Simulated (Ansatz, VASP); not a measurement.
**One calculation of SnTe, two programs**

INCAR

```
PREC = Accurate
ENCUT = 520
EDIFF = 1E-6
ISMEAR = -1
SIGMA = 0.1
LREAL = F
LASPH = T
NELM = 100
ALGO = Normal
ISIF = 2
LWAVE = F
LCHARG = F
GGA = PE
NBANDS = 28
```

The input KPOINTS:

```
regular mesh
0
Gamma
  9 9 5
```

Contents of POSCAR:

```
SnTe
1.0
    5.2585924716      0.0000000000      0.0000000000
   -2.6292962358      4.5540746686      0.0000000000
    0.0000000000      0.0000000000      6.2756372099
Sn Te
2 2
Direct
    0.3333333333      0.6666666667     -0.0619446098
    0.6666666667      0.3333333333      0.4380553902
    0.3333333333      0.6666666667      0.4379446098
    0.6666666667      0.3333333333      0.9379446098
```

Input for Ansatz:

```yaml
crystal:
  lattice:
    - [5.2585924716, 0.0, 0.0]
    - [-2.6292962358, 4.5540746686, 0.0]
    - [0.0, 0.0, 6.2756372099]
  atoms:
    - { symbol: Sn, position: [0.3333333333, 0.6666666667, -0.0619446098] }
    - { symbol: Sn, position: [0.6666666667, 0.3333333333, 0.4380553902] }
    - { symbol: Te, position: [0.3333333333, 0.6666666667, 0.4379446098] }
    - { symbol: Te, position: [0.6666666667, 0.3333333333, 0.9379446098] }
kpoints:
  mp_grid: { grid: [9, 9, 5] }
scf:
  occupations: { method: fermi_dirac, width: 0.1 }
hamiltonian:
  xc: pbe
  pseudopotentials: { kind: all_electron, lapw: { basis_error: 0.0005 } }
output:
  forces: true
  stress: true
  eigenvalues: true
  populations: true
```

Alike in both runs: task single point; functional PBE; k mesh 9 × 9 × 5; occupations fermi-dirac, width 0.1 eV; no spin polarisation.

|  | VASP | Ansatz |
| --- | --- | --- |
| version | VASP 6.6.1 | Ansatz 0.2.0 |
| potentials or method | VASP PAW PBE potentials, release 64 (Sn_d, Te), cutoff 520 eV | all-electron LAPW, scalar-relativistic |

|  | VASP | Ansatz | Ansatz less VASP |
| --- | --- | --- | --- |
| pressure (GPa) | 3.5 | 3.5 | +0.01 |

Ansatz ran all-electron here, and VASP with PAW potentials.

Spin-orbit coupling is off throughout.
